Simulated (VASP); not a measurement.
Set up this calculation in VASP 6.6.1, as the native input.

```
Task                   : single point
Functional             : LDA
Potentials or basis    : VASP PAW LDA potentials, release 64 (Cs_sv, Br)
Cutoff                 : 500 eV
k mesh                 : 4 × 4 × 4
Occupations            : fermi-dirac, width 0.1 eV
Spin                   : no spin polarisation
Dipole correction      : no
Further INCAR settings : ALGO = Normal; EDIFF = 1e-06; NBANDS = 15
```

The structure of CsBr lies in POSCAR:

```
CsBr
1.0
    4.2860000000      0.0000000000      0.0000000000
    0.0000000000      4.2860000000      0.0000000000
    0.0000000000      0.0000000000      4.2860000000
Cs Br
1 1
Direct
    0.0000000000      0.0000000000      0.0000000000
    0.5000000000      0.5000000000      0.5000000000
```

One way to write it, as run:

INCAR

```
SYSTEM = CsBr
PREC = Accurate ; ENCUT = 500
EDIFF = 1E-6 ; ISMEAR = -1
SIGMA = 0.1 ; LREAL = .FALSE.
LASPH = .TRUE. ; NELM = 120
ALGO = Normal ; ISIF = 2
LWAVE = .FALSE. ; LCHARG = .FALSE.
GGA = CA ; NBANDS = 15
GGA_COMPAT = .FALSE.
```

KPOINTS

```
regular mesh
0
G
  4 4 4
  0 0 0
```

Potentials or basis: VASP PAW LDA potentials, release 64 (Cs_sv, Br).

Run with:

```bash
$ cat potpaw_LDA.64/Cs_sv/POTCAR potpaw_LDA.64/Br/POTCAR > POTCAR
$ mpirun -np 1 vasp_std > vasp.out
```

Results of the run:

The pressure is -1.6 GPa and the band gap on the k mesh is 4.14 eV, direct.

Caveat: spin-orbit coupling is left out, which moves the levels of the heavy elements.

It took 13 s on 1 thread of Intel Xeon 8259CL (shared host), peak memory 0.15 GiB.
